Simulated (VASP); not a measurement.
Write the native input for VASP 6.6.1 that does the following.

```yaml
Task: single point
Functional: PBE
Potentials_or_basis: VASP PAW PBE potentials, release 64 (Ge_d, Pt)
Cutoff: 520 eV
k_mesh: 6 × 6 × 4
Occupations: gaussian, width 0.1 eV
Spin: no spin polarisation
Dipole_correction: no
Further_INCAR_settings: ALGO = Normal; EDIFF = 1e-07; NBANDS = 32
```

The structure of GePt lies in POSCAR:

```
GePt
1.0
    3.7376852845      0.0000000000      0.0000000000
    0.0000000000      3.7376852845      0.0000000000
    0.0000000000      0.0000000000      4.7228903730
Ge Pt
2 2
Direct
    0.0000000000      0.5000000000      0.2351000000
    0.5000000000      0.0000000000      0.7649000000
    0.0000000000      0.0000000000      0.0000000000
    0.5000000000      0.5000000000      0.0000000000
```

One way to write it, as run:

INCAR

```
SYSTEM = GePt
ALGO = Normal ; EDIFF = 1E-7
ENCUT = 520 ; GGA = PE
ISIF = 2 ; ISMEAR = 0
LASPH = .TRUE. ; LCHARG = .FALSE.
LREAL = .FALSE. ; LWAVE = .FALSE.
NBANDS = 32 ; NELM = 80
PREC = Accurate ; SIGMA = 0.1
```

KPOINTS

```
k-points
0
G
  6 6 4
  0 0 0
```

Potentials or basis: VASP PAW PBE potentials, release 64 (Ge_d, Pt).

Command:

```sh
$ cat potpaw_PBE.64/Ge_d/POTCAR potpaw_PBE.64/Pt/POTCAR > POTCAR
$ mpirun -np 1 vasp_std > vasp.out
```

Results of the run:

```json
{"Pressure": "95.3 GPa", "Largest force": "12.790 eV/Å", "Band gap on the k mesh": "zero (bands 24 and 25 overlap by 1.40 eV)"}
```

Caveat: the stress differs along the axes, from 74 to 106 GPa; spin-orbit coupling is left out, which moves the levels of the heavy elements; forces of over 1 eV/Å act on the atoms, so gaps and moduli don't describe the material at rest.

It took 26 s on 1 thread of Intel(R) Xeon(R) 6975P-C (Granite Rapids), with other jobs on the host, peak memory 0.19 GiB.
